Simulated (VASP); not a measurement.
A run of VASP 6.6.1 is set up as follows.

INCAR

```
SYSTEM = Be
PREC = Accurate
ENCUT = 600
EDIFF = 1E-6
ISMEAR = -1
SIGMA = 0.1
LREAL = .False.
LASPH = .True.
NELM = 120
ALGO = Normal
ISIF = 2
LWAVE = .False.
LCHARG = .False.
NBANDS = 12
GGA_COMPAT = .False.
```

KPOINTS

```
regular mesh
0
Gamma
  4 4 6
  0 0 0
```

File POSCAR:

```
Be
1.0
    3.7468100000      0.0000000000      0.0000000000
    0.0000000000      3.7468100000      0.0000000000
    0.0000000000      0.0000000000      2.2812800000
Be
4
Direct
    0.3199150361      0.2547082342      0.0157203148
    0.6866115625      0.7429358956      0.0166021851
    0.1765321119      0.7664413676      0.4823015548
    0.8169412607      0.2359145641      0.4853764568
```

Potentials or basis: VASP PAW LDA potentials, release 64 (Be).

The run is started by

```sh
$ cat potpaw_LDA.64/Be/POTCAR > POTCAR
$ mpirun -np 1 vasp_std > vasp.out
```

Task: Estimate the pressure.

Result: -5.7 GPa.

Task: Estimate the largest force.

Result: 0.591 eV/Å.

Task: What does it give for the band gap on the k mesh?

Result: Zero (band 4 reaches 7.60 eV, above the bottom of band 5 at 6.33 eV).

Stress tensor (GPa, compression positive):
```
  4.70   0.35   0.27
  0.35 -21.89  -0.06
  0.27  -0.06   0.18
```

Caveat: the k points lie up to 0.46 Å⁻¹ apart.
